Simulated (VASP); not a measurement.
# BaTiO3 (Pm-3m) in VASP: notebook

BaTiO3 is run at these levels: r2SCAN+rVV10, r2SCAN+D4; tasks: relaxation of cell and atoms.

Everything below comes from runs of VASP 6.6.1. Logs are shortened: lines on timing, memory, paths and dates and some standing lists are left out, and cuts for length are marked.

### 1 The cell of the first run

Symmetry: Pm-3m, No. 221, cubic system. Conventional cell: a = 4.006 Å, b = 4.006 Å, c = 4.006 Å, α = 90.00°, β = 90.00°, γ = 90.00°. Ba (site symmetry m-3m) has 12 O at 2.83 Å and 8 Ti at 3.47 Å within 3.7 Å. Within 2.7 Å of Ti (site symmetry m-3m) lie 6 O at 2.00 Å. Within 2.7 Å of O (site symmetry 4/mmm) lie 2 Ti at 2.00 Å.

### 2 Relaxation of cell and atoms, r2SCAN+rVV10

POSCAR

```
BaTiO3
1.0
    4.0060000000      0.0000000000      0.0000000000
    0.0000000000      4.0060000000      0.0000000000
    0.0000000000      0.0000000000      4.0060000000
Ba Ti O
1 1 3
Direct
    0.5000000000      0.5000000000      0.5000000000
    0.0000000000      0.0000000000      0.0000000000
    0.5000000000      0.0000000000      0.0000000000
    0.0000000000      0.5000000000      0.0000000000
    0.0000000000      0.0000000000      0.5000000000
```

INCAR.step1

```
SYSTEM = BaTiO3
PREC = Accurate ; ENCUT = 600
ISMEAR = 0 ; SIGMA = 0.01
LREAL = .False. ; LASPH = .True.
NELM = 100 ; GGA = PE
ALGO = Normal ; EDIFF = 1E-4
LWAVE = .True. ; LCHARG = .False.
```

INCAR.step2

```
SYSTEM = BaTiO3
PREC = Accurate ; ENCUT = 600
EDIFF = 1E-6 ; ISMEAR = 0
SIGMA = 0.01 ; LREAL = .False.
LASPH = .True. ; NELM = 100
ALGO = Normal ; ISIF = 3
LWAVE = .False. ; LCHARG = .False.
METAGGA = R2SCAN ; LMIXTAU = .True.
LUSE_VDW = .True. ; IVDW_NL = 2
BPARAM = 11.95 ; CPARAM = 0.0093
IBRION = 2 ; NSW = 80
EDIFFG = -0.01 ; ISTART = 1
```

KPOINTS

```
regular mesh
0
Gamma
  3 3 3
  0 0 0
```

Potentials or basis: VASP PAW PBE potentials, release 64 (Ba_sv, Ti_sv, O).

Command:

```bash
> cat potpaw_PBE.64/Ba_sv/POTCAR potpaw_PBE.64/Ti_sv/POTCAR potpaw_PBE.64/O/POTCAR > POTCAR
> cp INCAR.step1 INCAR
> mpirun -np 1 vasp_std > vasp.out
> cp INCAR.step2 INCAR
> mpirun -np 1 vasp_std > vasp.out
```

OUTCAR:

```text
SYSTEM = BaTiO3
   PREC = Accurate
   ENCUT = 600
   EDIFF = 1E-6
   ISMEAR = 0
   LREAL = .False.
   LASPH = .True.
   NELM = 100
   ISIF = 3
   METAGGA = R2SCAN
   IVDW_NL = 2
   BPARAM = 11.95
   IBRION = 2
   NSW = 80
   EDIFFG = -0.01
   ISTART = 1

 ion  position               nearest neighbor table
   1  0.500  0.500  0.500-   3 2.83   4 2.83   5 2.83   3 2.83   4 2.83   3 2.83   5 2.83   3 2.83
                             4 2.83   5 2.83   4 2.83   5 2.83   2 3.47   2 3.47   2 3.47   2 3.47
   2  0.000  0.000  0.000-   3 2.00   4 2.00   5 2.00   5 2.00   4 2.00   3 2.00   1 3.47   1 3.47
                             1 3.47   1 3.47   1 3.47   1 3.47   1 3.47   1 3.47
   3  0.500  0.000  0.000-   2 2.00   2 2.00   1 2.83   1 2.83   1 2.83   1 2.83
   4  0.000  0.500  0.000-   2 2.00   2 2.00   1 2.83   1 2.83   1 2.83   1 2.83
   5  0.000  0.000  0.500-   2 2.00   2 2.00   1 2.83   1 2.83   1 2.83   1 2.83

  LATTYP: Found a simple cubic cell.
 ALAT       =     4.0060000000

  Lattice vectors:

 A1 = (   4.0060000000,   0.0000000000,   0.0000000000)
 A2 = (   0.0000000000,   4.0060000000,   0.0000000000)
 A3 = (   0.0000000000,   0.0000000000,   4.0060000000)

Analysis of symmetry for initial positions (statically):
=====================================================================
 Subroutine PRICEL returns:
 Original cell was already a primitive cell.

 Routine SETGRP: Setting up the symmetry group for a
 simple cubic supercell.

 Subroutine GETGRP returns: Found 48 space group operations
 (whereof 48 operations were pure point group operations)
 out of a pool of 48 trial point group operations.

The static configuration has the point symmetry O_h .

Analysis of symmetry for dynamics (positions and initial velocities):
=====================================================================
 Subroutine PRICEL returns:
 Original cell was already a primitive cell.

 Routine SETGRP: Setting up the symmetry group for a
 simple cubic supercell.

 Subroutine GETGRP returns: Found 48 space group operations
 (whereof 48 operations were pure point group operations)
 out of a pool of 48 trial point group operations.

The dynamic configuration has the point symmetry O_h .

 Subroutine INISYM returns: Found 48 space group operations
 (whereof 48 operations are pure point group operations),
 and found     1 'primitive' translations

----------------------------------------------------------------------------------------

                                     Primitive cell

  volume of cell :      64.2884

  direct lattice vectors                    reciprocal lattice vectors
     4.006000000  0.000000000  0.000000000     0.249625562  0.000000000  0.000000000
     0.000000000  4.006000000  0.000000000     0.000000000  0.249625562  0.000000000
     0.000000000  0.000000000  4.006000000     0.000000000  0.000000000  0.249625562

  length of vectors
     4.006000000  4.006000000  4.006000000     0.249625562  0.249625562  0.249625562

  position of ions in fractional coordinates (direct lattice)
     0.500000000  0.500000000  0.500000000
     0.000000000  0.000000000  0.000000000
     0.500000000  0.000000000  0.000000000
     0.000000000  0.500000000  0.000000000
     0.000000000  0.000000000  0.500000000

  ion indices of the primitive-cell ions
   primitive index   ion index
                 1           1
                 2           2
                 3           3
                 4           4
                 5           5

----------------------------------------------------------------------------------------

 KPOINTS: regular mesh

Automatic generation of k-mesh.
 Grid dimensions read from file:
 generate k-points for:    3    3    3

 Generating k-lattice:

  Cartesian coordinates                     Fractional coordinates (reciprocal lattice)
     0.083208521  0.000000000  0.000000000     0.333333333  0.000000000  0.000000000
     0.000000000  0.083208521  0.000000000     0.000000000  0.333333333  0.000000000
     0.000000000  0.000000000  0.083208521     0.000000000  0.000000000  0.333333333

  Length of vectors
     0.083208521  0.083208521  0.083208521

  Shift w.r.t. Gamma in fractional coordinates (k-lattice)
     0.000000000  0.000000000  0.000000000

 Subroutine IBZKPT returns following result:
 ===========================================

 Found      4 irreducible k-points:

 Following reciprocal coordinates:
            Coordinates               Weight
  0.000000  0.000000  0.000000      1.000000
  0.333333  0.000000  0.000000      6.000000
  0.333333  0.333333  0.000000     12.000000
  0.333333  0.333333  0.333333      8.000000
   k-points           NKPTS =      4   k-points in BZ     NKDIM =      4   number of bands    NBANDS=     24
   number of dos      NEDOS =    301   number of ions     NIONS =      5
   total plane-waves  NPLWV =  32768
   dimension x,y,z NGX =    32 NGY =   32 NGZ =   32
   dimension x,y,z NGXF=    64 NGYF=   64 NGZF=   64
   ions per type =               1   1   3
   NGX,Y,Z   is equivalent  to a cutoff of  13.28, 13.28, 13.28 a.u.
   NGXF,Y,Z  is equivalent  to a cutoff of  26.56, 26.56, 26.56 a.u.
 SYSTEM =  BaTiO3
   PREC   = accura    normal or accurate (medium, high low for compatibility)
   ISTART =      1    job   : 0-new  1-cont  2-samecut
   ICHARG =      0    charge: 1-file 2-atom 10-const
   ISPIN  =      1    spin polarized calculation?
   LNONCOLLINEAR =      F non collinear calculations
   LSORBIT =      F    spin-orbit coupling
   LASPH  =      T    aspherical Exc in radial PAW
   ENCUT  =  600.0 eV  44.10 Ry    6.64 a.u.   8.00  8.00  8.00*2*pi/ulx,y,z
   NELM   =    100;   NELMIN=  2; NELMDL=  0     # of ELM steps
   EDIFF  = 0.1E-05   stopping-criterion for ELM
   LREAL  =      F    real-space projection
   EDIFFG = -.1E-01   stopping-criterion for IOM
   NSW    =     80    number of steps for IOM
   IBRION =      2    ionic relax: 0-MD 1-quasi-New 2-CG
   NFREE  =      1    steps in history (QN), initial steepest desc. (CG)
   ISIF   =      3    stress and relaxation
   ISYM   =      2    0-nonsym 1-usesym 2-fastsym
   POTIM  = 0.5000    time-step for ionic-motion
   TEBEG  =    0.0;   TEEND  =   0.0 temperature during run
   PSTRESS=    0.0 pullay stress
   NELECT =      40.0000    total number of electrons
   NUPDOWN=      -1.0000    fix difference up-down
   EMIN   =  10.00;   EMAX   =-10.00  energy-range for DOS
   EFERMI =   0.00;   METHOD = LEGACY
   ISMEAR =     0;   SIGMA  =   0.01  broadening in eV -4-tet -1-fermi 0-gaus
   EFERMI_NEDOS =   21; number of points for ismear=-14 and -15
   IALGO  =     38    algorithm
   IMIX   =      4    mixing-type and parameters
     AMIX     =   0.40;   BMIX     =  1.00
     AMIX_MAG =   1.60;   BMIX_MAG =  1.00
  volume/ion in A,a.u.               =      12.86        86.77
  Fermi-wavevector in a.u.,A,eV,Ry     =   1.397603  2.641087 26.576187  1.953295
  Thomas-Fermi vector in A             =   2.520843
   LORBIT       =      0    0 simple, 1 ext, 2 COOP (PROOUT), +10 PAW based schemes
   METAGGA = R2SCAN    functional components
   LHFCALC =     F    Hartree Fock is set to
   AEXX    =    0.0000 exact exchange contribution
   IVDW_NL    =     2    kernel type
   BPARAM     =11.9500
   IVDW    =     0    specifies the selected vdW correction
   LEPSILON=     F    determine dielectric tensor
   LRPA    =     F    only Hartree local field effects (RPA)
 conjugate gradient relaxation of ions
 non-spin polarized calculation
 Gauss-broadening in eV      SIGMA  =   0.01
  energy-cutoff  :      600.00
  volume of cell :       64.29
 maximum number of plane-waves:      2151
   NGX = 17   NGY = 17   NGZ = 17

--------------------------------------- Ionic step        1  -------------------------------------------

 number of electron      39.9999998 magnetization

 Free energy of the ion-electron system (eV)
  ---------------------------------------------------
  ext. energy  EPLUGINS =         0.00000000
  ---------------------------------------------------
  free energy    TOTEN  =       -73.24133609 eV

  energy without entropy =      -73.24133609  energy(sigma->0) =      -73.24133609

------------------------ aborting loop because EDIFF is reached ----------------------------------------

  FORCE on cell =-STRESS in cart. coord.  units (eV):
  Direction    XX          YY          ZZ          XY          YZ          ZX
  --------------------------------------------------------------------------------------
  -------------------------------------------------------------------------------------
  Total       -0.3480484     -0.3480484     -0.3480484     -0.0000000     -0.0000000      0.0000000
  in kB       -8.6739607     -8.6739607     -8.6739607     -0.0000000     -0.0000000      0.0000000
  external PRESSURE =      -8.6739607 kB  Pullay stress =       0.0000000 kB
[... 63 lines left out ...]
  energy  without entropy=      -73.2411906372  energy(sigma->0) =      -73.24119064

--------------------------------------- Ionic step        3  -------------------------------------------

 number of electron      39.9999995 magnetization

 Free energy of the ion-electron system (eV)
  ---------------------------------------------------
  ext. energy  EPLUGINS =         0.00000000
  ---------------------------------------------------
  free energy    TOTEN  =       -73.24219653 eV

  energy without entropy =      -73.24219653  energy(sigma->0) =      -73.24219653

 E-fermi :   3.5824     XC(G=0): -11.9820

 val. band max:        3.4011829750   @ k =   0.0000   0.0000   0.0000
 cond. band min:       5.6127548342   @ k =   0.0000   0.0000   0.0000
 fundamental gap:      2.2115718592
 Fermi energy:         3.5823994809

 k-point     1 :       0.0000    0.0000    0.0000
  band No.  band energies     occupation
      1     -55.4029      2.00000
      2     -30.5595      2.00000
      3     -30.5595      2.00000
      4     -30.5595      2.00000
      5     -21.8976      2.00000
      6     -14.3135      2.00000
[... 129 lines left out ...]
  FREE ENERGIE OF THE ION-ELECTRON SYSTEM (eV)
  ---------------------------------------------------
  free  energy   TOTEN  =       -73.2421965271 eV

  energy  without entropy=      -73.2421965271  energy(sigma->0) =      -73.24219653

 reached required accuracy - stopping structural energy minimisation
```

It took 7.4 min on 1 thread of AMD EPYC 7R13, shared host; peak memory 0.3 GiB.

What came out:

```
Free energy                            : -73.2422 eV
Relaxed volume                         : 12.80 Å³/atom
Relaxed cell                           : a = 3.999 Å, b = 3.999 Å, c = 3.999 Å, α = 90.00°, β = 90.00°, γ = 90.00°
Space group after relaxing (to 0.05 Å) : Pm-3m (No. 221)
Energy gained by relaxing              : 0.2 meV/atom
Ionic steps                            : 3
Pressure after relaxing                : 0.0 GPa
Band gap on the k mesh                 : 2.21 eV, direct
```

The path:
```tsv
step	energy change (eV)	largest force (eV/Å)	pressure (GPa)	volume (Å³)
1	0.0000	0.0000	-0.87	64.29
2	0.0001	0.0000	0.97	63.64
3	-0.0009	0.0000	0.01	63.98
```

Final structure:
```yaml
crystal:
  lattice:
    - [3.99949, 0.00000, 0.00000]
    - [0.00000, 3.99949, 0.00000]
    - [0.00000, 0.00000, 3.99949]
  atoms:
    - { symbol: Ba, position: [0.50000, 0.50000, 0.50000] }
    - { symbol: Ti, position: [0.00000, 0.00000, 0.00000] }
    - { symbol: O, position: [0.50000, 0.00000, 0.00000] }
    - { symbol: O, position: [0.00000, 0.50000, 0.00000] }
    - { symbol: O, position: [0.00000, 0.00000, 0.50000] }
```

Caveat: the k points lie up to 0.52 Å⁻¹ apart in the final cell; the PAW data sets were made with another functional, which shifts forces and pressure a little; spin-orbit coupling is left out, which moves the levels of the heavy elements. A k mesh can miss the band edges.

[end of part 1 of 2]
